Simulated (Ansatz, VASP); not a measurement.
# One calculation of ScAl3P2, two programs

```xyz
6
Lattice="4.8933 0.0000 0.0000 0.0000 4.8933 0.0000 0.0000 0.0000 5.2200" Properties=species:S:1:pos:R:3 pbc="T T T"
Sc    0.0000    0.0000    0.0000
Al    2.4466    0.0000    2.6100
Al    0.0000    2.4466    2.6100
Al    0.0000    0.0000    2.6100
P     2.4466    2.4466    1.0945
P     2.4466    2.4466    4.1255
```

Alike in both runs: functional PBE; k mesh 4 × 4 × 4; occupations gaussian, width 0.1 eV; no spin polarisation.

Ansatz relaxed the structure, and its values are those at the end. VASP's run is a single point on that final structure, the one shown.

```csv
,VASP,Ansatz
version,VASP 6.6.1,Ansatz 0.2.0
potentials or method,"VASP PAW PBE potentials, release 64 (Sc_sv, Al, P), cutoff 520 eV","scalar-relativistic, plane waves, PAW"
valence electrons in the cell,30,30
```

VASP gave:

* gap on the k mesh at the Fermi level (eV): none
* pressure (GPa): 0.0
* rms of the force components (eV/Å): 0.014

Question: Estimate Ansatz's values.

Answer: gap on the k mesh at the Fermi level (eV): none; pressure (GPa): 0.1; rms of the force components (eV/Å): 0.000.

A gap of «none» marks a metal or a gap that the smearing closes. The functional is the same, so the differences come from potentials, cutoffs and numerics.
